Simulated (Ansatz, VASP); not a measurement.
## NaAl5O2 in VASP and in Ansatz

```
Na Al O
1.0
     2.89847    0.00000    0.00000
    -1.44923    2.51015    0.00000
     0.00000    0.00000   29.13037
Na Al O
2 10 4
Direct
  0.66667 0.33333 0.09202
  0.33333 0.66667 0.90798
  0.33333 0.66667 0.18596
  0.00000 0.00000 0.00000
  0.66667 0.33333 0.81404
  0.00000 0.00000 0.26431
  0.00000 0.00000 0.73569
  0.66667 0.33333 0.57861
  0.00000 0.00000 0.50000
  0.33333 0.66667 0.42139
  0.66667 0.33333 0.34205
  0.33333 0.66667 0.65795
  0.00000 0.00000 0.14967
  0.33333 0.66667 0.03474
  0.66667 0.33333 0.96526
  0.00000 0.00000 0.85033
```

Alike in both runs: functional PBE; k mesh 12 × 12 × 1; occupations gaussian, width 0.1 eV; no spin polarisation.

Ansatz relaxed the structure, and its values are those at the end. VASP's run is a single point on that final structure, the one shown.

```csv
,VASP,Ansatz
version,VASP 6.6.1,Ansatz 0.2.0
potentials or method,"VASP PAW PBE potentials, release 64 (Na_pv, Al, O), cutoff 520 eV","scalar-relativistic, plane waves, PAW"
valence electrons in the cell,68,72
```

```tsv
	VASP	Ansatz	Ansatz less VASP
gap on the k mesh at the Fermi level (eV)	none	none	-
pressure (GPa)	0.0	0.0	-0.01
rms of the force components (eV/Å)	0.004	0.001	-0.0028
```

A gap of «none» marks a metal or a gap that the smearing closes. The functional is the same, so the differences come from potentials, cutoffs and numerics. VASP's potentials hold 68 valence electrons a cell and Ansatz's 72, so a difference there can come from the potentials and not from the codes.
